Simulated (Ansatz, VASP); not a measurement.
## Sn: VASP beside Ansatz

File INCAR:

```
ALGO = Normal
EDIFF = 1E-7
ENCUT = 520
GGA = PE
ISIF = 2
ISMEAR = -1
LASPH = T
LCHARG = F
LREAL = F
LWAVE = F
NBANDS = 13
NELM = 80
PREC = Accurate
SIGMA = 0.1
```

The input KPOINTS:

```
k-points
0
Gamma
  18 18 18
```

Contents of POSCAR:

```
Sn
1.0
    0.0000000000      2.4428720844      2.4428720844
    2.4428720844      0.0000000000      2.4428720844
    2.4428720844      2.4428720844      0.0000000000
Sn
1
Direct
    0.0000000000      0.0000000000      0.0000000000
```

Input for Ansatz:

```yaml
crystal:
  lattice:
    - [0.0, 2.4428720844, 2.4428720844]
    - [2.4428720844, 0.0, 2.4428720844]
    - [2.4428720844, 2.4428720844, 0.0]
  atoms:
    - { symbol: Sn, position: [0.0, 0.0, 0.0] }
hamiltonian:
  xc: pbe
  pseudopotentials:
    kind: paw
    azcp:
      Sn: "pseudopotentials/Sn.paw.azcp"
basis:
  ecutwfc: 420
  fft_grid_basis: typed
kpoints:
  mp_grid: { grid: [18, 18, 18], shift: [0, 0, 0] }
magnetization:
  spin_polarized: false
scf:
  occupations: { method: fermi_dirac, width: 0.1 }
output:
  stress: true
```

Alike in both runs: task single point; functional PBE; k mesh 18 × 18 × 18; occupations fermi-dirac, width 0.1 eV; no spin polarisation.

```csv
,VASP,Ansatz
version,VASP 6.6.1,Ansatz 0.2.0
potentials or method,"VASP PAW PBE potentials, release 64 (Sn_d), cutoff 520 eV","plane waves (420 eV) with PAW, scalar-relativistic"
valence electrons in the cell,14,14
```

Ansatz gave:

* pressure (GPa): -1.7

Estimate VASP's values.

pressure (GPa): -1.8.

With one functional, cell and mesh, what is left measures potentials, basis and numerics.
